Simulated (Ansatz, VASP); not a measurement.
## Hf3N2 in VASP and in Ansatz

```
Hf N
1.0
     1.59667    0.92184    7.70819
    -1.59667    0.92184    7.70819
     0.00000   -1.84368    7.70819
Hf N
3 2
Direct
  0.77898 0.77898 0.77898
  0.22102 0.22102 0.22102
  0.00000 0.00000 0.00000
  0.61113 0.61113 0.61113
  0.38887 0.38887 0.38887
```

Alike in both runs: functional PBEsol; k mesh 12 × 12 × 12; occupations gaussian, width 0.1 eV; no spin polarisation.

Ansatz relaxed the structure, and its values are those at the end. VASP's run is a single point on that final structure, the one shown.

```csv
,VASP,Ansatz
version,VASP 6.6.1,Ansatz 0.2.0
potentials or method,"VASP PAW PBE potentials, release 64 (Hf_pv, N), cutoff 520 eV","scalar-relativistic, plane waves, PAW"
valence electrons in the cell,40,88
```

Ansatz gave:

| Property | Result |
| --- | --- |
| gap on the k mesh at the Fermi level (eV) | none |
| pressure (GPa) | 0.0 |
| rms of the force components (eV/Å) | 0.000 |

**Question.** What did VASP give for the same quantities?

**Answer.** gap on the k mesh at the Fermi level (eV): none; pressure (GPa): -1.4; rms of the force components (eV/Å): 0.029.

VASP's potentials were made for PBE, not for PBEsol. A gap of «none» marks a metal or a gap that the smearing closes. The functional is the same, so the differences come from potentials, cutoffs and numerics. VASP's potentials hold 40 valence electrons a cell and Ansatz's 88, so a difference there can come from the potentials and not from the codes.

Spin-orbit coupling is off throughout.
